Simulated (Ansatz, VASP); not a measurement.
**NiO: VASP beside Ansatz**

```
Ni O
1.0
     0.00000    2.06580    2.06580
     2.06580    0.00000    2.06580
     2.06580    2.06580    0.00000
Ni O
1 1
Cartesian
  0.0000 0.0000 0.0000
  2.0658 2.0658 2.0658
```

Change from the starting cell: volume scaled by 0.9405, PAW files.

Alike in both runs: task electric field gradients; functional PBE; k mesh 16 × 16 × 16; occupations fermi-dirac, width 0.03 eV; collinear spin.

|  | VASP | Ansatz |
| --- | --- | --- |
| version | VASP 6.6.1 | Ansatz 0.2.0 |
| potentials or method | VASP PAW PBE potentials, release 64 (Ni, O) | PAW with Ansatz's default frozen-core files, scalar-relativistic |
| plane-wave cutoff (eV) | 520 | 420 |
| valence electrons in the cell | 16 | 24 |

Ansatz gave:

- pressure (GPa): 11.4
- net moment per atom (μB): 0.82
- size of the moment on the site where the two differ most (μB): 0.25

Task: What did VASP give for the same quantities?

Result: Pressure (GPa): 11.0; net moment per atom (μB): 0.80; size of the moment on the site where the two differ most (μB): 0.23.

Site moments also hang on the region over which each program counts them. The functional is the same, so the differences come from potentials, cutoffs and numerics. VASP's potentials hold 16 valence electrons a cell and Ansatz's 24, so a difference there can come from the potentials and not from the codes.
